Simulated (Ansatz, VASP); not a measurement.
TePb in VASP and in Ansatz

```xyz
2
Lattice="0.0000 3.2678 3.3005 3.2678 0.0000 3.3005 3.2678 3.2678 0.0000" Properties=species:S:1:pos:R:3 pbc="T T T"
Pb    0.0000    0.0000    0.0000
Te    3.2678    3.2678    3.3005
```

Change from the starting cell: uniaxial_z strain +1.0%.

Alike in both runs: task single point; functional r2SCAN; k mesh 8 × 8 × 8; no spin polarisation.

|  | VASP | Ansatz |
| --- | --- | --- |
| version | VASP 6.6.1 | Ansatz 0.2.0 |
| potentials or method | VASP PAW PBE potentials, release 64 (Pb_d, Te) | plane waves, PAW |
| plane-wave cutoff (eV) | 520 | 500 |
| occupations | gaussian, width 0.01 eV | fixed |
| valence electrons in the cell | 20 | 30 |

Ansatz gave:

- gap on the k mesh at the Fermi level (eV): 1.10
- pressure (GPa): -0.4
- traceless stress, the component that is largest in VASP (GPa): -0.67

Question: What did VASP give for the same quantities?

Answer: gap on the k mesh at the Fermi level (eV): 1.11; pressure (GPa): -0.4; traceless stress, the component that is largest in VASP (GPa): -0.67.

VASP's potentials were made for PBE, not for r2SCAN. VASP's potentials hold 20 valence electrons a cell and Ansatz's 30, so a difference there can come from the potentials and not from the codes.

Neither program's run includes spin-orbit coupling.
